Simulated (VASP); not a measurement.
# BeZn2Se3 (P31m) in VASP: further runs

The runs below take BeZn2Se3 through single point, relaxation of cell and atoms, with LDA, PBE.

All numbers are computed with VASP 6.6.1; they aren't measurements. Logs are shortened: lines on timing, memory, paths and dates and some standing lists are left out, and cuts for length are marked.

## 1. The cell of the first run

Symmetry: P31m, No. 157, trigonal system. The conventional cell has a = 6.773 Å, b = 6.773 Å, c = 6.447 Å, α = 90.00°, β = 90.00°, γ = 120.00°. Be (site symmetry 3) has 4 Se at 2.25 to 2.30 Å within 3.0 Å. Zn (site symmetry m) has 4 Se at 2.44 to 2.47 Å within 3.2 Å. Zn (site symmetry 3m) has 4 Se at 2.47 to 2.53 Å within 3.3 Å. Se (site symmetry m) has 2 Be at 2.30 Å and 2 Zn at 2.47 to 2.53 Å within 3.0 Å. Within 3.0 Å of Se (site symmetry 3) lie 1 Be at 2.25 Å and 3 Zn at 2.44 Å. Within 3.2 Å of Se (site symmetry 3m) lie 4 Zn at 2.44 to 2.47 Å.

## 2. Single point, LDA

INCAR

```
  PREC = Accurate
  ENCUT = 520
  EDIFF = 1E-6
  ISMEAR = 0
  SIGMA = 0.02
  LREAL = False
  LASPH = True
  NELM = 80
  ALGO = Normal
  ISIF = 2
  LWAVE = False
  LCHARG = False
  NBANDS = 56
```

KPOINTS

```
regular mesh
0
Gamma
  6 6 4
```

POSCAR

```
BeZn2Se3
1.0
    6.7729402164      0.0000000000      0.0000000000
   -3.3864701082      5.8655382858      0.0000000000
    0.0000000000      0.0000000000      6.4466022000
Be Zn Se
2 4 6
Direct
    0.6666666667      0.3333333333      0.4996150000
    0.3333333333      0.6666666667      0.4996150000
    0.3415500000      0.3415500000      0.0033280000
    0.0000000000      0.6584500000      0.0033280000
    0.6584500000      0.0000000000      0.0033280000
    0.0000000000      0.0000000000      0.4994360000
    0.3578350000      0.3578350000      0.3867860000
    0.0000000000      0.6421650000      0.3867860000
    0.6421650000      0.0000000000      0.3867860000
    0.6666666667      0.3333333333      0.8488520000
    0.3333333333      0.6666666667      0.8488520000
    0.0000000000      0.0000000000      0.8832870000
```

Potentials or basis: VASP PAW LDA potentials, release 64 (Be, Zn, Se).

Started as:

```sh
$ cat potpaw_LDA.64/Be/POTCAR potpaw_LDA.64/Zn/POTCAR potpaw_LDA.64/Se/POTCAR > POTCAR
$ mpirun -np 1 vasp_std > vasp.out
```

OUTCAR:

```text
PREC = Accurate
   ENCUT = 520
   EDIFF = 1E-6
   ISMEAR = 0
   LREAL = False
   LASPH = True
   NELM = 80
   ISIF = 2

 ion  position               nearest neighbor table
   1  0.667  0.333  0.500-  10 2.25   9 2.30   8 2.30   7 2.30
   2  0.333  0.667  0.500-  11 2.25   8 2.30   9 2.30   7 2.30
   3  0.342  0.342  0.003-  12 2.44  10 2.44  11 2.44   7 2.47
   4  0.000  0.658  0.003-  12 2.44  11 2.44  10 2.44   8 2.47
   5  0.658  0.000  0.003-  12 2.44  10 2.44  11 2.44   9 2.47
   6  0.000  0.000  0.499-  12 2.47   9 2.53   7 2.53   8 2.53
   7  0.358  0.358  0.387-   1 2.30   2 2.30   3 2.47   6 2.53
   8  0.000  0.642  0.387-   2 2.30   1 2.30   4 2.47   6 2.53
   9  0.642  0.000  0.387-   1 2.30   2 2.30   5 2.47   6 2.53
  10  0.667  0.333  0.849-   1 2.25   5 2.44   4 2.44   3 2.44
  11  0.333  0.667  0.849-   2 2.25   4 2.44   5 2.44   3 2.44
  12  0.000  0.000  0.883-   5 2.44   4 2.44   3 2.44   6 2.47

  LATTYP: Found a hexagonal cell.
 ALAT       =     6.7729402164
 C/A-ratio  =     0.9518173783

  Lattice vectors:

 A1 = (   6.7729402164,   0.0000000000,   0.0000000000)
 A2 = (  -3.3864701082,   5.8655382858,   0.0000000000)
 A3 = (   0.0000000000,   0.0000000000,   6.4466022000)

Analysis of symmetry for initial positions (statically):
=====================================================================
 Subroutine PRICEL returns:
 Original cell was already a primitive cell.

 Routine SETGRP: Setting up the symmetry group for a
 hexagonal supercell.

 Subroutine GETGRP returns: Found  6 space group operations
 (whereof  6 operations were pure point group operations)
 out of a pool of 24 trial point group operations.

The static configuration has the point symmetry C_3v.

Analysis of symmetry for dynamics (positions and initial velocities):
=====================================================================
 Subroutine PRICEL returns:
 Original cell was already a primitive cell.

 Routine SETGRP: Setting up the symmetry group for a
 hexagonal supercell.

 Subroutine GETGRP returns: Found  6 space group operations
 (whereof  6 operations were pure point group operations)
 out of a pool of 24 trial point group operations.

The dynamic configuration has the point symmetry C_3v.

 Subroutine INISYM returns: Found  6 space group operations
 (whereof  6 operations are pure point group operations),
 and found     1 'primitive' translations
[... 122 lines left out ...]
   POTIM  = 0.5000    time-step for ionic-motion
   TEBEG  =    0.0;   TEEND  =   0.0 temperature during run
   PSTRESS=    0.0 pullay stress
   NELECT =      88.0000    total number of electrons
   NUPDOWN=      -1.0000    fix difference up-down
   EMIN   =  10.00;   EMAX   =-10.00  energy-range for DOS
   EFERMI =   0.00;   METHOD = LEGACY
   ISMEAR =     0;   SIGMA  =   0.02  broadening in eV -4-tet -1-fermi 0-gaus
   EFERMI_NEDOS =   21; number of points for ismear=-14 and -15
   IALGO  =     38    algorithm
   IMIX   =      4    mixing-type and parameters
     AMIX     =   0.40;   BMIX     =  1.00
     AMIX_MAG =   1.60;   BMIX_MAG =  1.00
  volume/ion in A,a.u.               =      21.34       144.02
  Fermi-wavevector in a.u.,A,eV,Ry     =   1.146649  2.166852 17.888985  1.314803
  Thomas-Fermi vector in A             =   2.283332
   LORBIT       =      0    0 simple, 1 ext, 2 COOP (PROOUT), +10 PAW based schemes
   GGA     = CA    functional components
   LHFCALC =     F    Hartree Fock is set to
   AEXX    =    0.0000 exact exchange contribution
   IVDW    =     0    specifies the selected vdW correction
   LEPSILON=     F    determine dielectric tensor
   LRPA    =     F    only Hartree local field effects (RPA)
 non-spin polarized calculation
 Gauss-broadening in eV      SIGMA  =   0.02
  energy-cutoff  :      520.00
  volume of cell :      256.10
 maximum number of plane-waves:      6930
   NGX = 25   NGY = 25   NGZ = 23

 number of electron      88.0000051 magnetization

 Free energy of the ion-electron system (eV)
  ---------------------------------------------------
  ext. energy  EPLUGINS =         0.00000000
  ---------------------------------------------------
  free energy    TOTEN  =       -48.92783005 eV

  energy without entropy =      -48.92783005  energy(sigma->0) =      -48.92783005

 E-fermi :   2.0665     XC(G=0):  -9.6010

 val. band max:        1.9246670841   @ k =   0.0000   0.0000   0.0000
 cond. band min:       3.5922336360   @ k =   0.0000   0.0000   0.0000
 fundamental gap:      1.6675665519
 Fermi energy:         2.0664570918

 k-point     1 :       0.0000    0.0000    0.0000
  band No.  band energies     occupation
      1     -11.4846      2.00000
      2     -10.5740      2.00000
      3     -10.3601      2.00000
      4     -10.3383      2.00000
      5     -10.3335      2.00000
      6     -10.3335      2.00000
[... 1405 lines left out ...]
     55       7.4831      0.00000
     56       7.4831      0.00000

------------------------ aborting loop because EDIFF is reached ----------------------------------------

  FORCE on cell =-STRESS in cart. coord.  units (eV):
  Direction    XX          YY          ZZ          XY          YZ          ZX
  --------------------------------------------------------------------------------------
  -------------------------------------------------------------------------------------
  Total       -7.4425323     -7.4425323     -7.6548570      0.0000000     -0.0000000      0.0000000
  in kB      -46.5602518    -46.5602518    -47.8885490      0.0000000     -0.0000000      0.0000000
  external PRESSURE =     -47.0030176 kB  Pullay stress =       0.0000000 kB

 VOLUME and BASIS-vectors are now :
 -----------------------------------------------------------------------------
  energy-cutoff  :      520.00
  volume of cell :      256.10
      direct lattice vectors                 reciprocal lattice vectors
     6.772940216  0.000000000  0.000000000     0.147646365  0.085243668  0.000000000
    -3.386470108  5.865538286  0.000000000     0.000000000  0.170487337  0.000000000
     0.000000000  0.000000000  6.446602200     0.000000000  0.000000000  0.155120476

 POSITION                                       TOTAL-FORCE (eV/Angst)
 -----------------------------------------------------------------------------------
      3.38647      1.95518      3.22082         0.000000     -0.000000     -0.002464
     -0.00000      3.91036      3.22082         0.000000      0.000000     -0.002464
      1.15665      2.00337      0.02145        -0.005229     -0.009057     -0.051651
     -2.22982      3.86216      0.02145        -0.005229      0.009057     -0.051651
      4.45964      0.00000      0.02145         0.010458     -0.000000     -0.051651
      0.00000      0.00000      3.21967         0.000000      0.000000      0.045353
      1.21180      2.09889      2.49346        -0.066989     -0.116028     -0.097715
     -2.17467      3.76664      2.49346        -0.066989      0.116028     -0.097715
      4.34935      0.00000      2.49346         0.133978      0.000000     -0.097715
      3.38647      1.95518      5.47221         0.000000     -0.000000      0.203446
     -0.00000      3.91036      5.47221         0.000000      0.000000      0.203446
      0.00000      0.00000      5.69420         0.000000     -0.000000      0.000782
 -----------------------------------------------------------------------------------
    total drift:                                0.000001      0.000002     -0.003962

  FREE ENERGIE OF THE ION-ELECTRON SYSTEM (eV)
  ---------------------------------------------------
  free  energy   TOTEN  =       -48.9278300485 eV

  energy  without entropy=      -48.9278300485  energy(sigma->0) =      -48.92783005
```

stdout:

```text
POSCAR found type information on POSCAR BeZnSe
 POSCAR found :  3 types and      12 ions
 scaLAPACK will be used
 LDA part: xc-table for (Slater(with rela. corr.)+CA(PZ))
 , standard interpolation
 POSCAR, INCAR and KPOINTS ok, starting setup
 FFT: planning ... GRIDC
 FFT: planning ... GRID_SOFT
 FFT: planning ... GRID
 WAVECAR not read
 entering main loop
```

Run time: 4 min. Hardware: 1 thread of Intel Xeon 6975P-C (Granite Rapids), shared host; peak memory 0.43 GiB.

Results:

```yaml
Free_energy: -48.9278 eV
Pressure: -4.7 GPa
Largest_force: 0.203 eV/Å
Band_gap_on_the_k_mesh: 1.67 eV
```

Forces in eV/Å, atoms in the order of the input:
```
Be   0.000  0.000 -0.002
Be   0.000  0.000 -0.002
Zn  -0.005 -0.009 -0.052
Zn  -0.005  0.009 -0.052
Zn   0.010  0.000 -0.052
Zn   0.000  0.000  0.045
Se  -0.067 -0.116 -0.098
Se  -0.067  0.116 -0.098
Se   0.134  0.000 -0.098
Se   0.000  0.000  0.203
Se   0.000  0.000  0.203
Se   0.000  0.000  0.001
```

Stress tensor (GPa, compression positive):
```
-4.66  0.00  0.00
 0.00 -4.66  0.00
 0.00  0.00 -4.79
```

Caveat: the cell stands under tension.

## 3. Relaxation of cell and atoms, PBE

INCAR

```
  ALGO = Normal
  EDIFF = 1E-6
  EDIFFG = -0.01
  ENCUT = 600
  GGA = PE
  IBRION = 2
  ISIF = 3
  ISMEAR = 0
  LASPH = True
  LCHARG = False
  LREAL = False
  LWAVE = False
  NELM = 60
  NSW = 100
  PREC = Accurate
  SIGMA = 0.02
```

KPOINTS

```
k-points
0
Gamma
  6 6 4
```

POSCAR

```
BeZn2Se3
1.0
    6.7729402000      0.0000000000      0.0000000000
   -3.3864701000      5.8655383000      0.0000000000
    0.0000000000      0.0000000000      6.4466022000
Be Zn Se
2 4 6
Direct
    0.6666667000      0.3333333000      0.4996150000
    0.3333333000      0.6666667000      0.4996150000
    0.3415500000      0.3415500000      0.0033280000
    0.0000000000      0.6584500000      0.0033280000
    0.6584500000      0.0000000000      0.0033280000
    0.0000000000      0.0000000000      0.4994360000
    0.3578350000      0.3578350000      0.3867860000
    0.0000000000      0.6421650000      0.3867860000
    0.6421650000      0.0000000000      0.3867860000
    0.6666667000      0.3333333000      0.8488520000
    0.3333333000      0.6666667000      0.8488520000
    0.0000000000      0.0000000000      0.8832870000
```

Potentials or basis: VASP PAW PBE potentials, release 64 (Be, Zn, Se).

Started as:

```sh
$ cat potpaw_PBE.64/Be/POTCAR potpaw_PBE.64/Zn/POTCAR potpaw_PBE.64/Se/POTCAR > POTCAR
$ mpirun -np 1 vasp_std > vasp.out
```

It took 17 min on 1 thread of Oxide Virtual Turin-like, shared host; peak memory 0.6 GiB.

The run converged. Its results:

| Property | Result |
| --- | --- |
| Free energy | -41.4973 eV |
| Relaxed volume | 21.42 Å³/atom |
| Relaxed cell | a = 6.781 Å, b = 6.781 Å, c = 6.454 Å, α = 90.00°, β = 90.00°, γ = 120.00° |
| Space group after relaxing (to 0.1 Å) | P31m (No. 157) |
| Energy gained by relaxing | 0.0 meV/atom |
| Ionic steps | 2 |
| Pressure after relaxing | 0.0 GPa |
| Largest force after relaxing | 0.004 eV/Å |
| Band gap on the k mesh | 1.85 eV |

Forces on the atoms (eV/Å):
```
Be   0.000  0.000 -0.001
Be   0.000  0.000 -0.001
Zn   0.001  0.001 -0.001
Zn   0.001 -0.001 -0.001
Zn  -0.001  0.000 -0.001
Zn   0.000  0.000  0.001
Se   0.002  0.003  0.002
Se   0.002 -0.003  0.002
Se  -0.003  0.000  0.002
Se   0.000  0.000  0.000
Se   0.000  0.000  0.000
Se   0.000  0.000  0.000
```

The path:
| step | energy change (eV) | largest force (eV/Å) | pressure (GPa) | volume (Å³) |
| --- | --- | --- | --- | --- |
| 1 | 0.0000 | 0.0109 | 0.19 | 256.10 |
| 2 | -0.0004 | 0.0036 | -0.03 | 257.02 |

Final structure:
```
Be Zn Se
1.0
     6.78091    0.00000    0.00000
    -3.39045    5.87244    0.00000
     0.00000    0.00000    6.45443
Be Zn Se
2 4 6
Direct
  0.66667 0.33333 0.49958
  0.33333 0.66667 0.49958
  0.34156 0.34156 0.00335
  0.00000 0.65844 0.00335
  0.65844 0.00000 0.00335
  0.00000 0.00000 0.49941
  0.35789 0.35789 0.38685
  0.00000 0.64211 0.38685
  0.64211 0.00000 0.38685
  0.66667 0.33333 0.84879
  0.33333 0.66667 0.84879
  0.00000 0.00000 0.88327
```

Levels at points of the mesh, in eV from the valence-band top:
```
           k point  band 40  band 41  band 42  band 43  band 44  band 45  band 46  band 47  band 48  band 49
(0.00, 0.00, 0.00)    -1.10    -1.10    -0.27     0.00     0.00     1.85     2.58     3.66     3.66     5.07
(0.50, 0.00, 0.00)    -1.05    -0.99    -0.93    -0.91    -0.82     2.81     3.60     3.99     4.16     4.37
(0.00, 0.00, 0.50)    -1.27    -0.88    -0.88    -0.30    -0.30     2.84     3.35     3.53     3.53     4.06
(0.50, 0.00, 0.50)    -1.60    -1.54    -1.44    -1.36    -1.35     2.70     3.08     3.78     3.89     4.23
```
